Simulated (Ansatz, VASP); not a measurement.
Li2H: VASP beside Ansatz

Contents of INCAR:

```
ALGO = Fast
EDIFF = 1E-7
ENCUT = 520
GGA = PE
ISIF = 2
ISMEAR = 0
LASPH = T
LCHARG = F
LREAL = F
LWAVE = F
NBANDS = 16
NELM = 100
PREC = Accurate
SIGMA = 0.1
```

Contents of KPOINTS:

```
k-points
0
Gamma
  6 4 4
```

Contents of POSCAR:

```
Li2H
1.0
    2.8356783591      0.0000000000      0.0000000000
    0.0000000000      4.1542273734      0.0000000000
    0.0000000000      0.0000000000      5.9881061380
Li H
4 2
Direct
    0.5000000000      0.0000000000      0.3940519421
    0.0000000000      0.5000000000      0.1473092313
    0.5000000000      0.0000000000      0.8526907687
    0.0000000000      0.5000000000      0.6059480579
    0.5000000000      0.5000000000      0.3906119803
    0.0000000000      0.0000000000      0.6093880197
```

Input for Ansatz:

```yaml
crystal:
  lattice:
    - [2.8356783591, 0.0, 0.0]
    - [0.0, 4.1542273734, 0.0]
    - [0.0, 0.0, 5.988106138]
  atoms:
    - { symbol: Li, position: [0.5, 0.0, 0.3940519421] }
    - { symbol: Li, position: [0.0, 0.5, 0.1473092313] }
    - { symbol: Li, position: [0.5, 0.0, 0.8526907687] }
    - { symbol: Li, position: [0.0, 0.5, 0.6059480579] }
    - { symbol: H, position: [0.5, 0.5, 0.3906119803] }
    - { symbol: H, position: [0.0, 0.0, 0.6093880197] }
basis:
  ecutwfc: 420
kpoints:
  mp_grid: { grid: [6, 4, 4] }
hamiltonian:
  xc: pbe
scf:
  occupations: { method: gaussian, width: 0.1 }
  lower_state_search: "off"
output:
  forces: true
  stress: true
  eigenvalues: true
```

Change from the starting cell: the structure that the rattled cell fell into.

Alike in both runs: task single point; functional PBE; k mesh 6 × 4 × 4; occupations gaussian, width 0.1 eV; no spin polarisation.

|  | VASP | Ansatz |
| --- | --- | --- |
| version | VASP 6.6.1 | Ansatz 0.2.0 |
| potentials or method | VASP PAW PBE potentials, release 64 (Li_sv, H), cutoff 520 eV | scalar-relativistic, plane waves, PAW |
| valence electrons in the cell | 14 | 14 |

```tsv
	VASP	Ansatz	Ansatz less VASP
gap on the k mesh at the Fermi level (eV)	none	none	-
rms of the force components (eV/Å)	0.010	0.010	0.0000
```

Atom by atom the forces differ by 0.001 eV/Å (rms over components). A gap of «none» marks a metal or a gap that the smearing closes.

The k mesh is coarse, so the values compare programs but aren't converged. Noted on VASP's run: the cutoff is under 1.25 times that of the potentials, so the pressure is a little rough.
